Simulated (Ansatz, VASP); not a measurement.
## One calculation of TiO2, two programs

```
Ti O
1.0
     5.56199    0.00000    0.00000
    -2.78099    4.81682    0.00000
     0.00000    0.00000    6.06023
Ti O
3 6
Direct
  0.46617 0.00000 0.33333
  0.00000 0.46617 0.66667
  0.53383 0.53383 0.00000
  0.39889 0.25706 0.21360
  0.72826 0.14720 0.54693
  0.85280 0.58106 0.88027
  0.27174 0.41894 0.78640
  0.14720 0.72826 0.45307
  0.58106 0.85280 0.11973
```

Alike in both runs: task single point; functional r2SCAN; k mesh 6 × 6 × 4; occupations gaussian, width 0.05 eV; no spin polarisation.

|  | VASP | Ansatz |
| --- | --- | --- |
| version | VASP 6.6.1 | Ansatz 0.2.0 |
| potentials or method | VASP PAW PBE potentials, release 64 (Ti_sv, O), cutoff 520 eV | scalar-relativistic, plane waves, PAW |
| valence electrons in the cell | 72 | 72 |

|  | VASP | Ansatz | Ansatz less VASP |
| --- | --- | --- | --- |
| gap on the k mesh at the Fermi level (eV) | 4.06 | 4.06 | +0.003 |
| least direct gap on the mesh (eV) | 4.06 | 4.06 | +0.003 |
| pressure (GPa) | 0.1 | -0.6 | -0.71 |
| traceless stress, the component that is largest in VASP (GPa) | 0.74 | 0.72 | -0.021 |
| rms of the force components (eV/Å) | 0.251 | 0.250 | -0.0015 |

VASP's potentials were made for PBE, not for r2SCAN. Atom by atom the forces differ by 0.032 eV/Å (rms over components). With one functional, cell and mesh, what is left measures potentials, basis and numerics.
